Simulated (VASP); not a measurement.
## Li7S: relaxation of cell and atoms with PBE

Li7S:

```xyz
8
Lattice="0.0000 4.0856 4.0856 4.0856 0.0000 4.0856 4.0856 4.0856 0.0000" Properties=species:S:1:pos:R:3 pbc="T T T"
Li    4.0856    4.0856    4.0856
Li    2.0428    2.0428    0.0000
Li    2.0428    4.0856    2.0428
Li    4.0856    2.0428    2.0428
Li    2.0428    2.0428    4.0856
Li    2.0428    0.0000    2.0428
Li    0.0000    2.0428    2.0428
S     0.0000    0.0000    0.0000
```

The cell was built from a structure type or drawn by symmetry, and may not be a known phase.

```
Program                : VASP 6.6.1
Task                   : relaxation of cell and atoms
Functional             : PBE
Potentials or basis    : VASP PAW PBE potentials, release 64 (Li_sv, S)
Cutoff                 : 600 eV
k mesh                 : 8 × 8 × 8
Occupations            : gaussian, width 0.1 eV
Spin                   : no spin polarisation
Dipole correction      : no
Further INCAR settings : ALGO = Fast; EDIFF = 1e-06; IBRION = 2; EDIFFG = -0.01; NSW = 100; ISIF = 3
```

| Property | Result |
| --- | --- |
| Pressure after relaxing | 0.0 GPa |
| Band gap on the k mesh | zero (an odd number of electrons rules out a gap without spin polarisation) |

Final structure:
```
Li S
1.0
     0.00000    4.08562    4.08562
     4.08562    0.00000    4.08562
     4.08562    4.08562    0.00000
Li S
7 1
Direct
  0.50000 0.50000 0.50000
  0.00000 0.00000 0.50000
  0.50000 0.00000 0.50000
  0.00000 0.50000 0.50000
  0.50000 0.50000 0.00000
  0.00000 0.50000 0.00000
  0.50000 0.00000 0.00000
  0.00000 0.00000 0.00000
```

Levels at points of the mesh, in eV from the Fermi level:
| k point | band 9 | band 10 | band 11 | band 12 | band 13 | band 14 | band 15 | band 16 | band 17 | band 18 |
| --- | --- | --- | --- | --- | --- | --- | --- | --- | --- | --- |
| (0.00, 0.00, 0.00) | -3.26 | -3.26 | -3.26 | -2.55 | -0.03 | 0.81 | 0.81 | 0.81 | 3.31 | 3.45 |
| (0.50, 0.00, 0.00) | -3.95 | -3.18 | -3.18 | -1.34 | -0.24 | 0.37 | 0.37 | 0.70 | 2.11 | 4.47 |
| (0.50, 0.50, 0.00) | -3.77 | -3.31 | -3.31 | -1.69 | -0.58 | 0.41 | 1.42 | 1.42 | 2.51 | 3.67 |

Run time: 68 s on 1 thread of Intel(R) Xeon(R) 6975P-C (Granite Rapids), on a shared host, peak memory 0.34 GiB.

Caveat: the cutoff is under 1.25 times the usual one of these potentials, so pressure, stress and relaxed cells hold a basis-set (Pulay) error; the relaxation stopped at its first step, so nothing moved.
